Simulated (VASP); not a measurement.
# AgCl (Pm-3m) in VASP: further runs

Runs on AgCl. Level: PBE. Tasks: electric field gradients.

Program: VASP 6.6.1. These are calculated values, not measurements. Logs are shortened: lines on timing, memory, paths and dates and some standing lists are left out, and cuts for length are marked.

## Step 1: The cell of the first run

It takes space group Pm-3m (No. 221, cubic). The conventional cell has a = 3.462 Å, b = 3.462 Å, c = 3.462 Å, α = 90.00°, β = 90.00°, γ = 90.00°. Within 3.9 Å of Ag (site symmetry m-3m) lie 8 Cl at 3.00 Å and 6 Ag at 3.46 Å. Within 3.9 Å of Cl (site symmetry m-3m) lie 8 Ag at 3.00 Å and 6 Cl at 3.46 Å.

## Step 2: Electric field gradients, PBE (20.75 Å³/atom)

INCAR reads:

```
SYSTEM = AgCl
PREC = Accurate
ENCUT = 520
EDIFF = 1E-8
ISMEAR = -1
SIGMA = 0.01
LREAL = .FALSE.
LASPH = .TRUE.
NELM = 60
ALGO = Normal
ISIF = 2
LWAVE = .FALSE.
LCHARG = .FALSE.
GGA = PE
LEFG = .TRUE.
NBANDS = 16
```

KPOINTS reads:

```
regular mesh
0
G
  9 9 9
  0 0 0
```

POSCAR reads:

```
AgCl
1.0
    3.4623542292      0.0000000000      0.0000000000
    0.0000000000      3.4623542292      0.0000000000
    0.0000000000      0.0000000000      3.4623542292
Ag Cl
1 1
Direct
    0.0000000000      0.0000000000      0.0000000000
    0.5000000000      0.5000000000      0.5000000000
```

Potentials or basis: VASP PAW PBE potentials, release 64 (Ag, Cl).

Launch:

```console
cat potpaw_PBE.64/Ag/POTCAR potpaw_PBE.64/Cl/POTCAR > POTCAR
mpirun -np 1 vasp_std > vasp.out
```

OUTCAR:

```text
SYSTEM = AgCl
   PREC = Accurate
   ENCUT = 520
   EDIFF = 1E-8
   ISMEAR = -1
   LREAL = .FALSE.
   LASPH = .TRUE.
   NELM = 60
   ISIF = 2
   GGA = PE

 ion  position               nearest neighbor table
   1  0.000  0.000  0.000-   2 3.00   2 3.00   2 3.00   2 3.00   2 3.00   2 3.00   2 3.00   2 3.00

   2  0.500  0.500  0.500-   1 3.00   1 3.00   1 3.00   1 3.00   1 3.00   1 3.00   1 3.00   1 3.00

  LATTYP: Found a simple cubic cell.
 ALAT       =     3.4623542292

  Lattice vectors:

 A1 = (   3.4623542292,   0.0000000000,   0.0000000000)
 A2 = (   0.0000000000,   3.4623542292,   0.0000000000)
 A3 = (   0.0000000000,   0.0000000000,   3.4623542292)

Analysis of symmetry for initial positions (statically):
=====================================================================
 Subroutine PRICEL returns:
 Original cell was already a primitive cell.

 Routine SETGRP: Setting up the symmetry group for a
 simple cubic supercell.

 Subroutine GETGRP returns: Found 48 space group operations
 (whereof 48 operations were pure point group operations)
 out of a pool of 48 trial point group operations.

The static configuration has the point symmetry O_h .

Analysis of symmetry for dynamics (positions and initial velocities):
=====================================================================
 Subroutine PRICEL returns:
 Original cell was already a primitive cell.

 Routine SETGRP: Setting up the symmetry group for a
 simple cubic supercell.

 Subroutine GETGRP returns: Found 48 space group operations
 (whereof 48 operations were pure point group operations)
 out of a pool of 48 trial point group operations.

The dynamic configuration has the point symmetry O_h .

 Subroutine INISYM returns: Found 48 space group operations
 (whereof 48 operations are pure point group operations),
 and found     1 'primitive' translations

----------------------------------------------------------------------------------------

                                     Primitive cell

  volume of cell :      41.5063

  direct lattice vectors                    reciprocal lattice vectors
     3.462354229  0.000000000  0.000000000     0.288820824  0.000000000  0.000000000
     0.000000000  3.462354229  0.000000000     0.000000000  0.288820824  0.000000000
     0.000000000  0.000000000  3.462354229     0.000000000  0.000000000  0.288820824

  length of vectors
     3.462354229  3.462354229  3.462354229     0.288820824  0.288820824  0.288820824

  position of ions in fractional coordinates (direct lattice)
     0.000000000  0.000000000  0.000000000
     0.500000000  0.500000000  0.500000000

  ion indices of the primitive-cell ions
   primitive index   ion index
                 1           1
                 2           2

----------------------------------------------------------------------------------------

 KPOINTS: regular mesh

Automatic generation of k-mesh.
 Grid dimensions read from file:
 generate k-points for:    9    9    9

 Generating k-lattice:

  Cartesian coordinates                     Fractional coordinates (reciprocal lattice)
     0.032091203  0.000000000  0.000000000     0.111111111  0.000000000  0.000000000
     0.000000000  0.032091203  0.000000000     0.000000000  0.111111111  0.000000000
     0.000000000  0.000000000  0.032091203     0.000000000  0.000000000  0.111111111

  Length of vectors
     0.032091203  0.032091203  0.032091203

  Shift w.r.t. Gamma in fractional coordinates (k-lattice)
     0.000000000  0.000000000  0.000000000

 Subroutine IBZKPT returns following result:
 ===========================================

 Found     35 irreducible k-points:

 Following reciprocal coordinates:
            Coordinates               Weight
  0.000000  0.000000  0.000000      1.000000
  0.111111  0.000000  0.000000      6.000000
  0.222222  0.000000  0.000000      6.000000
  0.333333  0.000000  0.000000      6.000000
  0.444444  0.000000  0.000000      6.000000
  0.111111  0.111111  0.000000     12.000000
[... 16 lines left out ...]
  0.333333  0.333333  0.111111     24.000000
  0.444444  0.333333  0.111111     48.000000
 [... further k-points ...]
   k-points           NKPTS =     35   k-points in BZ     NKDIM =     35   number of bands    NBANDS=     16
   number of dos      NEDOS =    301   number of ions     NIONS =      2
   total plane-waves  NPLWV =  21952
   dimension x,y,z NGX =    28 NGY =   28 NGZ =   28
   dimension x,y,z NGXF=    56 NGYF=   56 NGZF=   56
   ions per type =               1   1
   NGX,Y,Z   is equivalent  to a cutoff of  13.44, 13.44, 13.44 a.u.
   NGXF,Y,Z  is equivalent  to a cutoff of  26.89, 26.89, 26.89 a.u.
 SYSTEM =  AgCl
   PREC   = accura    normal or accurate (medium, high low for compatibility)
   ISTART =      0    job   : 0-new  1-cont  2-samecut
   ICHARG =      2    charge: 1-file 2-atom 10-const
   ISPIN  =      1    spin polarized calculation?
   LNONCOLLINEAR =      F non collinear calculations
   LSORBIT =      F    spin-orbit coupling
   LASPH  =      T    aspherical Exc in radial PAW
   ENCUT  =  520.0 eV  38.22 Ry    6.18 a.u.   6.44  6.44  6.44*2*pi/ulx,y,z
   NELM   =     60;   NELMIN=  2; NELMDL= -5     # of ELM steps
   EDIFF  = 0.1E-07   stopping-criterion for ELM
   LREAL  =      F    real-space projection
   EDIFFG = 0.1E-06   stopping-criterion for IOM
   NSW    =      0    number of steps for IOM
   IBRION =     -1    ionic relax: 0-MD 1-quasi-New 2-CG
   NFREE  =      0    steps in history (QN), initial steepest desc. (CG)
   ISIF   =      2    stress and relaxation
   ISYM   =      2    0-nonsym 1-usesym 2-fastsym
   POTIM  = 0.5000    time-step for ionic-motion
   TEBEG  =    0.0;   TEEND  =   0.0 temperature during run
   PSTRESS=    0.0 pullay stress
   NELECT =      18.0000    total number of electrons
   NUPDOWN=      -1.0000    fix difference up-down
   EMIN   =  10.00;   EMAX   =-10.00  energy-range for DOS
   EFERMI =   0.00;   METHOD = LEGACY
   ISMEAR =    -1;   SIGMA  =   0.01  broadening in eV -4-tet -1-fermi 0-gaus
   EFERMI_NEDOS =   21; number of points for ismear=-14 and -15
   IALGO  =     38    algorithm
   IMIX   =      4    mixing-type and parameters
     AMIX     =   0.40;   BMIX     =  1.00
     AMIX_MAG =   1.60;   BMIX_MAG =  1.00
  volume/ion in A,a.u.               =      20.75       140.05
  Fermi-wavevector in a.u.,A,eV,Ry     =   1.239160  2.341673 20.891995  1.535518
  Thomas-Fermi vector in A             =   2.373655
   LORBIT       =      0    0 simple, 1 ext, 2 COOP (PROOUT), +10 PAW based schemes
   GGA     = PE    functional components
   LHFCALC =     F    Hartree Fock is set to
   AEXX    =    0.0000 exact exchange contribution
   IVDW    =     0    specifies the selected vdW correction
   LEPSILON=     F    determine dielectric tensor
   LRPA    =     F    only Hartree local field effects (RPA)
 non-spin polarized calculation
  energy-cutoff  :      520.00
  volume of cell :       41.51
 maximum number of plane-waves:      1141
 NGX is ok and might be reduce to    28
   NGX = 13   NGY = 13   NGZ = 13

 number of electron      18.0000000 magnetization

 Free energy of the ion-electron system (eV)
  ---------------------------------------------------
  ext. energy  EPLUGINS =         0.00000000
  ---------------------------------------------------
  free energy    TOTEN  =        -5.11763024 eV

  energy without entropy =       -5.11763024  energy(sigma->0) =       -5.11763024

 E-fermi :   3.7814     XC(G=0): -10.2537

 val. band max:        3.5531711196   @ k =   0.4444   0.0000   0.0000
 cond. band min:       4.1531517500   @ k =   0.0000   0.0000   0.0000
 fundamental gap:      0.5999806304
 Fermi energy:         3.7813570094

 k-point     1 :       0.0000    0.0000    0.0000
  band No.  band energies     occupation
      1     -10.8363      2.00000
      2       0.9659      2.00000
      3       0.9659      2.00000
      4       1.8544      2.00000
      5       1.8544      2.00000
      6       1.8544      2.00000
[... 8 lines left out ...]
     15      17.0580      0.00000
     16      19.9168      0.00000

 k-point     2 :       0.1111    0.0000    0.0000
  band No.  band energies     occupation
      1     -10.7898      2.00000
      2       0.8264      2.00000
      3       0.9813      2.00000
      4       1.5601      2.00000
      5       1.5601      2.00000
      6       1.7728      2.00000
[... 8 lines left out ...]
     15      16.7624      0.00000
     16      19.8729      0.00000

 k-point     3 :       0.2222    0.0000    0.0000
  band No.  band energies     occupation
      1     -10.6677      2.00000
      2       0.1011      2.00000
      3       1.0207      2.00000
      4       1.2255      2.00000
      5       1.2255      2.00000
      6       1.7257      2.00000
[... 8 lines left out ...]
     15      17.0101      0.00000
     16      19.7624      0.00000

 k-point     4 :       0.3333    0.0000    0.0000
  band No.  band energies     occupation
      1     -10.5201      2.00000
      2      -0.6972      2.00000
      3       0.9828      2.00000
      4       0.9828      2.00000
      5       1.0662      2.00000
      6       1.8894      2.00000
[... 8 lines left out ...]
     15      18.5735      0.00000
     16      19.6382      0.00000

 k-point     5 :       0.4444    0.0000    0.0000
  band No.  band energies     occupation
      1     -10.4179      2.00000
      2      -1.1617      2.00000
      3       0.8561      2.00000
      4       0.8561      2.00000
      5       1.0963      2.00000
      6       1.8998      2.00000
[... 8 lines left out ...]
     15      19.2794      0.00000
     16      19.5580      0.00000

 k-point     6 :       0.1111    0.1111    0.0000
  band No.  band energies     occupation
      1     -10.7449      2.00000
      2       0.8146      2.00000
      3       0.8727      2.00000
      4       1.2579      2.00000
      5       1.4556      2.00000
      6       1.8230      2.00000
[... 8 lines left out ...]
     15      17.2651      0.00000
     16      19.2579      0.00000
[... 267 lines left out ...]
 k-point    21 :       0.3333    0.2222    0.1111
  band No.  band energies     occupation
      1     -10.3561      2.00000
      2      -0.3008      2.00000
      3       0.5187      2.00000
      4       1.1173      2.00000
      5       1.3172      2.00000
      6       1.6707      2.00000
[... 8 lines left out ...]
     15      17.2661      0.00000
     16      20.0406      0.00000

 k-point    22 :       0.4444    0.2222    0.1111
  band No.  band energies     occupation
      1     -10.2700      2.00000
      2      -0.6555      2.00000
      3       0.4761      2.00000
      4       1.2450      2.00000
      5       1.3049      2.00000
      6       1.7176      2.00000
[... 8 lines left out ...]
     15      17.6312      0.00000
     16      20.7943      0.00000

 k-point    23 :       0.3333    0.3333    0.1111
  band No.  band energies     occupation
      1     -10.2457      2.00000
      2      -0.1551      2.00000
      3       0.2648      2.00000
      4       1.1476      2.00000
      5       1.4115      2.00000
      6       1.6995      2.00000
[... 8 lines left out ...]
     15      17.4082      0.00000
     16      20.1999      0.00000

 k-point    24 :       0.4444    0.3333    0.1111
  band No.  band energies     occupation
      1     -10.1705      2.00000
      2      -0.2835      2.00000
      3       0.2393      2.00000
      4       1.2988      2.00000
      5       1.4644      2.00000
      6       1.6029      2.00000
[... 8 lines left out ...]
     15      17.5866      0.00000
     16      19.3817      0.00000

 [... further k-points ...]
[... 5 lines left out ...]
  --------------------------------------------------------------------------------------
  -------------------------------------------------------------------------------------
  Total       -0.3418563     -0.3418563     -0.3418563     -0.0000000     -0.0000000      0.0000000
  in kB      -13.1959193    -13.1959193    -13.1959193     -0.0000000     -0.0000000      0.0000000
  external PRESSURE =     -13.1959193 kB  Pullay stress =       0.0000000 kB

 VOLUME and BASIS-vectors are now :
 -----------------------------------------------------------------------------
  energy-cutoff  :      520.00
  volume of cell :       41.51
      direct lattice vectors                 reciprocal lattice vectors
     3.462354229  0.000000000  0.000000000     0.288820824  0.000000000  0.000000000
     0.000000000  3.462354229  0.000000000     0.000000000  0.288820824  0.000000000
     0.000000000  0.000000000  3.462354229     0.000000000  0.000000000  0.288820824

 POSITION                                       TOTAL-FORCE (eV/Angst)
 -----------------------------------------------------------------------------------
      0.00000      0.00000      0.00000         0.000000      0.000000      0.000000
      1.73118      1.73118      1.73118         0.000000      0.000000      0.000000
 -----------------------------------------------------------------------------------
    total drift:                               -0.000000      0.000000      0.000000

  FREE ENERGIE OF THE ION-ELECTRON SYSTEM (eV)
  ---------------------------------------------------
  free  energy   TOTEN  =        -5.1176302383 eV

  energy  without entropy=       -5.1176302383  energy(sigma->0) =       -5.11763024

 Electric field gradients (V/A^2)
---------------------------------------------------------------------
 ion       V_xx      V_yy      V_zz      V_xy      V_xz      V_yz
---------------------------------------------------------------------
   1      -0.000    -0.000     0.000     0.000    -0.000     0.000
   2       0.000    -0.000    -0.000    -0.000    -0.000    -0.000
---------------------------------------------------------------------

 Electric field gradients after diagonalization (V/A^2)
 (convention: |V_zz| > |V_xx| > |V_yy|)
----------------------------------------------------------------------
 ion       V_xx      V_yy      V_zz     asymmetry (V_yy - V_xx)/ V_zz
----------------------------------------------------------------------
   1      -0.000    -0.000     0.000       0.017
   2       0.000    -0.000    -0.000       0.499
----------------------------------------------------------------------

           NMR quadrupolar parameters

 Cq : quadrupolar parameter    Cq=e*Q*V_zz/h
 eta: asymmetry parameters     (V_yy - V_xx)/ V_zz
 Q  : nuclear electric quadrupole moment in mb (millibarn)
----------------------------------------------------------------------
 ion       Cq(MHz)       eta       Q (mb)
----------------------------------------------------------------------
   1       0.000       0.017       1.000
   2      -0.000       0.499       1.000
----------------------------------------------------------------------
```

Run time: 40 s. Hardware: 1 thread of Intel Xeon 8259CL, shared host; peak memory 0.17 GiB.

What came out:

* Free energy: -5.1176 eV
* Pressure: -1.3 GPa
* Band gap on the k mesh: 0.60 eV (least direct gap 1.99 eV)
* Largest electric field gradient by atom: under 0.05 V/Å² on every atom

Caveat: semilocal functionals underestimate gaps, and a narrow one can read as zero; an odd mesh through Γ misses points on the zone boundary, where band edges can lie.

[end of part 1 of 2]
